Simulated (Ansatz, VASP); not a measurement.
**In3Se in VASP and in Ansatz**

Contents of INCAR:

```
SYSTEM = In3Se
ALGO     = Normal         ! electronic algorithm
EDIFF    = 1E-6           ! SCF threshold, eV
ENCUT    = 520            ! plane-wave cutoff, eV
GGA      = PS             ! functional
ISIF     = 2              ! what is computed and relaxed
ISMEAR   = 0              ! smearing method
IVDW     = 12             ! dispersion correction
LASPH    = .TRUE.         ! aspherical terms in the spheres
LCHARG   = .TRUE.         ! write CHGCAR
LELF     = .TRUE.         ! ELF
LREAL    = .FALSE.        ! projectors in reciprocal space
LVHAR    = .TRUE.       
LWAVE    = .FALSE.        ! write WAVECAR
NBANDS   = 30             ! bands
NELM     = 100            ! most SCF steps
PREC     = Accurate       ! precision mode
SIGMA    = 0.15           ! smearing width, eV
```

The input KPOINTS:

```
k-points
0
G
  10 10 10
  0 0 0
```

The input POSCAR:

```
In3Se
1.0
    4.5878535042      0.0000000000      0.0000000000
    0.0000000000      4.5878535042      0.0000000000
    0.0000000000      0.0000000000      4.5878535042
In Se
3 1
Direct
    0.0000000000      0.5000000000      0.5000000000
    0.5000000000      0.0000000000      0.5000000000
    0.5000000000      0.5000000000      0.0000000000
   -0.0163475141      0.0000000000      0.0000000000
```

Input for Ansatz:

```yaml
crystal:
  lattice:
    - [4.5878535042, 0.0, 0.0]
    - [0.0, 4.5878535042, 0.0]
    - [0.0, 0.0, 4.5878535042]
  atoms:
    - { symbol: In, position: [0.0, 0.5, 0.5] }
    - { symbol: In, position: [0.5, 0.0, 0.5] }
    - { symbol: In, position: [0.5, 0.5, 0.0] }
    - { symbol: Se, position: [-0.0163475141, 0.0, 0.0] }
basis:
  ecutwfc: 420
kpoints:
  mp_grid: { grid: [10, 10, 10] }
hamiltonian:
  xc: pbesol
  dispersion: d3bj
scf:
  occupations: { method: gaussian, width: 0.15 }
output:
  forces: true
  stress: true
  eigenvalues: true
```

Alike in both runs: task single point; functional PBEsol; dispersion D3(BJ); k mesh 10 × 10 × 10; occupations gaussian, width 0.15 eV; no spin polarisation.

|  | VASP | Ansatz |
| --- | --- | --- |
| version | VASP 6.6.1 | Ansatz 0.2.0 |
| potentials or method | VASP PAW PBE potentials, release 64 (In_d, Se), cutoff 520 eV | scalar-relativistic, plane waves, PAW |
| valence electrons in the cell | 45 | 55 |

|  | VASP | Ansatz | Ansatz less VASP |
| --- | --- | --- | --- |
| gap on the k mesh at the Fermi level (eV) | none | none | - |
| pressure (GPa) | 0.0 | 0.0 | +0.01 |
| rms of the force components (eV/Å) | 0.030 | 0.029 | -0.0005 |

VASP's potentials were made for PBE, not for PBEsol. Atom by atom the forces differ by 0.001 eV/Å (rms over components). A gap of «none» marks a metal or a gap that the smearing closes. VASP's potentials hold 45 valence electrons a cell and Ansatz's 55, so a difference there can come from the potentials and not from the codes.
